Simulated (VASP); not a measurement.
A run of VASP 6.6.1 is set up as follows.

Contents of INCAR:

```
ALGO = Normal
EDIFF = 1E-6
ENCUT = 520
GGA = PE
ISIF = 2
ISMEAR = -1
LASPH = T
LCHARG = T
LELF = T
LREAL = F
LVHAR = T
LWAVE = F
NBANDS = 10
NELM = 100
PREC = Accurate
SIGMA = 0.08
```

File KPOINTS:

```
k-points
0
Gamma
  23 23 21
```

Contents of POSCAR:

```
F
1.0
    1.8468956453      0.0000000000      0.0000000000
   -0.9234478227      1.5994585470      0.0000000000
    0.0000000000      0.0000000000      1.4795915795
F
1
Direct
    0.0000000000      0.0000000000      0.0000000000
```

Potentials or basis: VASP PAW PBE potentials, release 64 (F).

Command:

```bash
$ cat potpaw_PBE.64/F/POTCAR > POTCAR
$ mpirun -np 1 vasp_std > vasp.out
```

(1) Estimate the band gap on the k mesh.

(2) Estimate the pressure.

Results:

(1) zero (an odd number of electrons rules out a gap without spin polarisation).

(2) 430.1 GPa.

Caveat: the cell stands under pressure; an odd number of electrons without spin polarisation forces a metal; a magnetic or distorted state may lie lower.
